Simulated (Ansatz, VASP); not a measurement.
# BaO in VASP and in Ansatz

```
CELL_PARAMETERS angstrom
0.00000 2.72222 2.72222
2.72222 0.00000 2.72222
2.72222 2.72222 0.00000
ATOMIC_POSITIONS crystal
Ba 0.00000 0.00000 0.00000
O 0.50000 0.50000 0.50000
```

Change from the starting cell: volume scaled by 0.97.

Alike in both runs: task single point; functional PBE; k mesh 8 × 8 × 8; occupations fermi-dirac, width 0.02 eV; no spin polarisation.

|  | VASP | Ansatz |
| --- | --- | --- |
| version | VASP 6.6.1 | Ansatz 0.2.0 |
| potentials or method | VASP PAW PBE potentials, release 64 (Ba_sv, O), cutoff 600 eV | all-electron LAPW, scalar-relativistic |

Ansatz gave:

| Item | Value |
| --- | --- |
| gap on the k mesh at the Fermi level (eV) | 1.86 |
| pressure (GPa) | 5.7 |

Question: Which values does VASP return?

Answer: gap on the k mesh at the Fermi level (eV): 1.78; pressure (GPa): 7.7.

Ansatz ran all-electron here, and VASP with PAW potentials.

Spin-orbit coupling is off throughout.
